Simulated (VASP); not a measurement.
# NaH12ClO6 in VASP: further runs, part 2 of 2

VASP 6.6.1. The steps go on from the part before.

## Step 3: Single point, PBEsol

File INCAR:

```
SYSTEM = NaH12ClO6
PREC     = Accurate       ! precision mode
ENCUT    = 520            ! plane-wave cutoff, eV
EDIFF    = 1E-7           ! SCF threshold, eV
ISMEAR   = -1             ! smearing method
SIGMA    = 0.05           ! smearing width, eV
LREAL    = Auto         
LASPH    = .TRUE.         ! aspherical terms in the spheres
NELM     = 80             ! most SCF steps
ALGO     = Normal         ! electronic algorithm
ISIF     = 2              ! what is computed and relaxed
LWAVE    = .FALSE.        ! write WAVECAR
LCHARG   = .FALSE.        ! write CHGCAR
GGA      = PS             ! functional
NBANDS   = 47             ! bands
```

File KPOINTS:

```
Automatic mesh
0
G
  1 1 1
  0 0 0
```

File POSCAR:

```
NaH12ClO6
1.0
    6.6282230000      0.0000000000      0.0000000000
    0.0000000000      6.6282230000      0.0000000000
    0.0000000000      0.0000000000      6.6282230000
O H Na Cl
6 12 1 1
Direct
   -0.0239430689      0.5290407399      0.8214418857
    0.5779377067      1.1590889444      0.7212943801
    0.2035538032      0.6814496133      0.1907751142
    0.5416082108      0.6101937126      0.9567421012
    0.7515438150      0.2148388791      0.4121014033
    0.1827337433      0.3288060767      0.4813205591
   -0.0782864427      0.4297079323      0.7429743990
   -0.0914875676      0.6419669344      0.8017684378
    0.4601836722      1.2313104131      0.6844066653
    0.6019109496      1.0658060237      0.8421412496
    0.2436097880      0.7189558951      0.0605441308
    0.0675294117      0.7470629760      0.2033727592
    0.6820983543      0.6754751613      0.9476597272
    0.5612062237      0.5088543340      0.8463656096
    0.7658312039      0.1404599694      0.2461293170
    0.6968534402      0.1148875045      0.5147986119
    0.1640560373      0.4700203961      0.5386813328
    0.0484745308      0.2815234189      0.4589012772
    0.4668973871      0.4120108813      0.2060884192
    0.8367702776     -0.0940976186      0.0263871629
```

Potentials or basis: VASP PAW PBE potentials, release 64 (O, H, Na_pv, Cl).

Started as:

```
cat potpaw_PBE.64/O/POTCAR potpaw_PBE.64/H/POTCAR potpaw_PBE.64/Na_pv/POTCAR potpaw_PBE.64/Cl/POTCAR > POTCAR
mpirun -np 1 vasp_gam > vasp.out
```

OUTCAR:

```text
SYSTEM = NaH12ClO6
   PREC = Accurate
   ENCUT = 520
   EDIFF = 1E-7
   ISMEAR = -1
   LREAL = Auto
   LASPH = .TRUE.
   NELM = 80
   ISIF = 2
   GGA = PS

 ion  position               nearest neighbor table
   1  0.976  0.529  0.821-   8 0.88   7 0.91
   2  0.578  0.159  0.721-   9 0.95  10 1.02
   3  0.204  0.681  0.191-  11 0.94  12 1.00
   4  0.542  0.610  0.957-  14 1.00  13 1.03  19 2.17
   5  0.752  0.215  0.412-  16 1.02  15 1.21
   6  0.183  0.329  0.481-  18 0.96  17 1.02
   7  0.922  0.430  0.743-   1 0.91
   8  0.909  0.642  0.802-   1 0.88
   9  0.460  0.231  0.684-   2 0.95
  10  0.602  0.066  0.842-   2 1.02
  11  0.244  0.719  0.061-   3 0.94
  12  0.068  0.747  0.203-   3 1.00
  13  0.682  0.675  0.948-   4 1.03
  14  0.561  0.509  0.846-   4 1.00
  15  0.766  0.140  0.246-   5 1.21
  16  0.697  0.115  0.515-   5 1.02
  17  0.164  0.470  0.539-   6 1.02
  18  0.048  0.282  0.459-   6 0.96
  19  0.467  0.412  0.206-   4 2.17
  20  0.837  0.906  0.026-

  LATTYP: Found a simple cubic cell.
 ALAT       =     6.6282230000

  Lattice vectors:

 A1 = (   6.6282230000,   0.0000000000,   0.0000000000)
 A2 = (   0.0000000000,   6.6282230000,   0.0000000000)
 A3 = (   0.0000000000,   0.0000000000,   6.6282230000)

Analysis of symmetry for initial positions (statically):
=====================================================================
 Subroutine PRICEL returns:
 Original cell was already a primitive cell.

 Routine SETGRP: Setting up the symmetry group for a
 simple cubic supercell.

 Subroutine GETGRP returns: Found  1 space group operations
 (whereof  1 operations were pure point group operations)
 out of a pool of 48 trial point group operations.

The static configuration has the point symmetry C_1 .

Analysis of symmetry for dynamics (positions and initial velocities):
=====================================================================
 Subroutine PRICEL returns:
 Original cell was already a primitive cell.

 Routine SETGRP: Setting up the symmetry group for a
 simple cubic supercell.

 Subroutine GETGRP returns: Found  1 space group operations
 (whereof  1 operations were pure point group operations)
 out of a pool of 48 trial point group operations.

The dynamic configuration has the point symmetry C_1 .

 Subroutine INISYM returns: Found  1 space group operations
 (whereof  1 operations are pure point group operations),
 and found     1 'primitive' translations

----------------------------------------------------------------------------------------

                                     Primitive cell

  volume of cell :     291.2000

  direct lattice vectors                    reciprocal lattice vectors
     6.628223000  0.000000000  0.000000000     0.150869999  0.000000000  0.000000000
     0.000000000  6.628223000  0.000000000     0.000000000  0.150869999  0.000000000
     0.000000000  0.000000000  6.628223000     0.000000000  0.000000000  0.150869999

  length of vectors
     6.628223000  6.628223000  6.628223000     0.150869999  0.150869999  0.150869999

  position of ions in fractional coordinates (direct lattice)
     0.976056931  0.529040740  0.821441886
     0.577937707  0.159088944  0.721294380
     0.203553803  0.681449613  0.190775114
     0.541608211  0.610193713  0.956742101
     0.751543815  0.214838879  0.412101403
     0.182733743  0.328806077  0.481320559
[... 12 lines left out ...]
     0.466897387  0.412010881  0.206088419
     0.836770278  0.905902381  0.026387163

  ion indices of the primitive-cell ions
   primitive index   ion index
                 1           1
                 2           2
                 3           3
                 4           4
                 5           5
                 6           6
[... 12 lines left out ...]
                19          19
                20          20

----------------------------------------------------------------------------------------

 KPOINTS: Automatic mesh

Automatic generation of k-mesh.
 Grid dimensions read from file:
 generate k-points for:    1    1    1

 Generating k-lattice:

  Cartesian coordinates                     Fractional coordinates (reciprocal lattice)
     0.150869999  0.000000000  0.000000000     1.000000000  0.000000000  0.000000000
     0.000000000  0.150869999  0.000000000     0.000000000  1.000000000  0.000000000
     0.000000000  0.000000000  0.150869999     0.000000000  0.000000000  1.000000000

  Length of vectors
     0.150869999  0.150869999  0.150869999

  Shift w.r.t. Gamma in fractional coordinates (k-lattice)
     0.000000000  0.000000000  0.000000000

 Subroutine IBZKPT returns following result:
 ===========================================

 Found      1 irreducible k-points:

 Following reciprocal coordinates:
            Coordinates               Weight
  0.000000  0.000000  0.000000      1.000000
   k-points           NKPTS =      1   k-points in BZ     NKDIM =      1   number of bands    NBANDS=     47
   number of dos      NEDOS =    301   number of ions     NIONS =     20
   total plane-waves  NPLWV = 125000
   dimension x,y,z NGX =    50 NGY =   50 NGZ =   50
   dimension x,y,z NGXF=   100 NGYF=  100 NGZF=  100
   ions per type =               6  12   1   1
   NGX,Y,Z   is equivalent  to a cutoff of  12.54, 12.54, 12.54 a.u.
   NGXF,Y,Z  is equivalent  to a cutoff of  25.08, 25.08, 25.08 a.u.
 SYSTEM =  NaH12ClO6
   PREC   = accura    normal or accurate (medium, high low for compatibility)
   ISTART =      0    job   : 0-new  1-cont  2-samecut
   ICHARG =      2    charge: 1-file 2-atom 10-const
   ISPIN  =      1    spin polarized calculation?
   LNONCOLLINEAR =      F non collinear calculations
   LSORBIT =      F    spin-orbit coupling
   LASPH  =      T    aspherical Exc in radial PAW
   ENCUT  =  520.0 eV  38.22 Ry    6.18 a.u.  12.32 12.32 12.32*2*pi/ulx,y,z
   NELM   =     80;   NELMIN=  2; NELMDL= -5     # of ELM steps
   EDIFF  = 0.1E-06   stopping-criterion for ELM
   LREAL  =      T    real-space projection
   EDIFFG = 0.1E-05   stopping-criterion for IOM
   NSW    =      0    number of steps for IOM
   IBRION =     -1    ionic relax: 0-MD 1-quasi-New 2-CG
   NFREE  =      0    steps in history (QN), initial steepest desc. (CG)
   ISIF   =      2    stress and relaxation
   ISYM   =      2    0-nonsym 1-usesym 2-fastsym
   POTIM  = 0.5000    time-step for ionic-motion
   TEBEG  =    0.0;   TEEND  =   0.0 temperature during run
   PSTRESS=    0.0 pullay stress
   NELECT =      62.0000    total number of electrons
   NUPDOWN=      -1.0000    fix difference up-down
   EMIN   =  10.00;   EMAX   =-10.00  energy-range for DOS
   EFERMI =   0.00;   METHOD = LEGACY
   ISMEAR =    -1;   SIGMA  =   0.05  broadening in eV -4-tet -1-fermi 0-gaus
   EFERMI_NEDOS =   21; number of points for ismear=-14 and -15
   IALGO  =     38    algorithm
   IMIX   =      4    mixing-type and parameters
     AMIX     =   0.40;   BMIX     =  1.00
     AMIX_MAG =   1.60;   BMIX_MAG =  1.00
  volume/ion in A,a.u.               =      14.56        98.26
  Fermi-wavevector in a.u.,A,eV,Ry     =   0.977556  1.847313 13.001940  0.955616
  Thomas-Fermi vector in A             =   2.108263
   LORBIT       =      0    0 simple, 1 ext, 2 COOP (PROOUT), +10 PAW based schemes
   GGA     = PS    functional components
   LHFCALC =     F    Hartree Fock is set to
   AEXX    =    0.0000 exact exchange contribution
   IVDW    =     0    specifies the selected vdW correction
   LEPSILON=     F    determine dielectric tensor
   LRPA    =     F    only Hartree local field effects (RPA)
 non-spin polarized calculation
  energy-cutoff  :      520.00
  volume of cell :      291.20
 maximum number of plane-waves:      3905
 NGX is ok and might be reduce to    50
   NGX = 25   NGY = 25   NGZ = 25

 number of electron      61.9999990 magnetization

 Free energy of the ion-electron system (eV)
  ---------------------------------------------------
  ext. energy  EPLUGINS =         0.00000000
  ---------------------------------------------------
  free energy    TOTEN  =       -92.45646263 eV

  energy without entropy =      -92.45646263  energy(sigma->0) =      -92.45646263

 E-fermi :  -2.4761     XC(G=0):  -5.9944

 val. band max:       -3.7323845630   @ k =   0.0000   0.0000   0.0000
 cond. band min:       0.4480021911   @ k =   0.0000   0.0000   0.0000
 fundamental gap:      4.1803867541
 Fermi energy:        -2.4760575350

 k-point     1 :       0.0000    0.0000    0.0000
  band No.  band energies     occupation
      1     -25.0579      2.00000
      2     -24.9924      2.00000
      3     -24.9680      2.00000
      4     -23.3171      2.00000
      5     -22.5720      2.00000
      6     -22.2979      2.00000
[... 35 lines left out ...]
     42       5.9141      0.00000
     43       6.1439      0.00000
 [bands above 43 left out]

------------------------ aborting loop because EDIFF is reached ----------------------------------------

  FORCE on cell =-STRESS in cart. coord.  units (eV):
  Direction    XX          YY          ZZ          XY          YZ          ZX
  --------------------------------------------------------------------------------------
  -------------------------------------------------------------------------------------
  Total        2.5012107      2.7407889     -1.9847240      1.4100622     -1.6220427     -0.3027774
  in kB       13.7616190     15.0797741    -10.9199178      7.7581384     -8.9244514     -1.6658763
  external PRESSURE =       5.9738251 kB  Pullay stress =       0.0000000 kB

 VOLUME and BASIS-vectors are now :
 -----------------------------------------------------------------------------
  energy-cutoff  :      520.00
  volume of cell :      291.20
      direct lattice vectors                 reciprocal lattice vectors
     6.628223000  0.000000000  0.000000000     0.150869999  0.000000000  0.000000000
     0.000000000  6.628223000  0.000000000     0.000000000  0.150869999  0.000000000
     0.000000000  0.000000000  6.628223000     0.000000000  0.000000000  0.150869999

 POSITION                                       TOTAL-FORCE (eV/Angst)
 -----------------------------------------------------------------------------------
      6.46952      3.50660      5.44470         4.784939     -3.064865      2.580100
      3.83070      1.05448      4.78090         2.307111     -1.289504      1.363629
      1.34920      4.51680      1.26450        -1.134649     -0.172729      2.342456
      3.58990      4.04450      6.34150         1.166235     -0.964285     -1.692349
      4.98140      1.42400      2.73150         0.545728     -1.392665     -4.647640
      1.21120      2.17940      3.19030         1.785878      2.069895      0.949435
[... 12 lines left out ...]
      3.09470      2.73090      1.36600        -0.465771     -0.110837      0.825983
      5.54630      6.00452      0.17490        -0.113438      1.071002      0.150554
 -----------------------------------------------------------------------------------
    total drift:                                0.002367     -0.000377     -0.000099

  FREE ENERGIE OF THE ION-ELECTRON SYSTEM (eV)
  ---------------------------------------------------
  free  energy   TOTEN  =       -92.4564626349 eV

  energy  without entropy=      -92.4564626348  energy(sigma->0) =      -92.45646263
```

It took 35 s on 1 thread of Intel Xeon Platinum 8259CL at 2.50GHz (Skylake/Cascade Lake), shared host; peak memory 0.33 GiB.

Results:

```
Free energy            : -92.4565 eV
Pressure               : 0.6 GPa
Largest force          : 6.489 eV/Å
Band gap on the k mesh : 4.18 eV
```

Forces on the atoms (eV/Å):
```
O    4.785 -3.065  2.580
O    2.307 -1.290  1.364
O   -1.135 -0.173  2.342
O    1.166 -0.964 -1.692
O    0.546 -1.393 -4.648
O    1.786  2.070  0.949
H   -1.524 -2.843 -2.052
H   -2.989  5.688 -0.905
H   -1.917 -0.102  0.263
H   -0.828  0.974 -0.848
H    0.749  0.521 -2.062
H    0.749 -0.486 -0.190
H   -1.154  0.318  0.910
H   -0.509  0.339  0.557
H   -0.024  0.896  4.131
H    0.111  0.712 -0.684
H    0.065 -1.542 -0.605
H   -1.605 -0.621 -0.386
Na  -0.466 -0.111  0.826
Cl  -0.113  1.071  0.151
```

Levels at points of the mesh, in eV from the valence-band top:
```
           k point  band 29  band 30  band 31  band 32  band 33  band 34
(0.00, 0.00, 0.00)    -0.18    -0.11     0.00     4.18     6.86     7.28
```

Caveat: the k points lie up to 0.95 Å⁻¹ apart; the PAW data sets were made with another functional, which shifts forces and pressure a little.
